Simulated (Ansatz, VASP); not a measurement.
**Sc3Cr: VASP beside Ansatz**

```
Sc Cr
1.0
     0.00000    3.49726    3.49726
     3.49726    0.00000    3.49726
     3.49726    3.49726    0.00000
Sc Cr
3 1
Direct
  0.25000 0.25000 0.25000
  0.75000 0.75000 0.75000
  0.50000 0.50000 0.50000
  0.00000 0.00000 0.00000
```

Alike in both runs: functional PBE; k mesh 10 × 10 × 10; occupations gaussian, width 0.1 eV; collinear spin.

Ansatz relaxed the structure, and its values are those at the end. VASP's run is a single point on that final structure, the one shown.

|  | VASP | Ansatz |
| --- | --- | --- |
| version | VASP 6.6.1 | Ansatz 0.2.0 |
| potentials or method | VASP PAW PBE potentials, release 64 (Sc_sv, Cr_pv), cutoff 520 eV | scalar-relativistic, plane waves, PAW |
| valence electrons in the cell | 45 | 47 |

|  | VASP | Ansatz | Ansatz less VASP |
| --- | --- | --- | --- |
| gap on the k mesh at the Fermi level (eV) | none | none | - |
| pressure (GPa) | 0.1 | 0.0 | -0.10 |
| net moment per atom (μB) | 0.68 | 0.68 | +0.001 |
| size of the moment on the site where the two differ most (μB) | 3.16 | 3.26 | +0.103 |

Site moments also hang on the region over which each program counts them. A gap of «none» marks a metal or a gap that the smearing closes. VASP's potentials hold 45 valence electrons a cell and Ansatz's 47, so a difference there can come from the potentials and not from the codes.
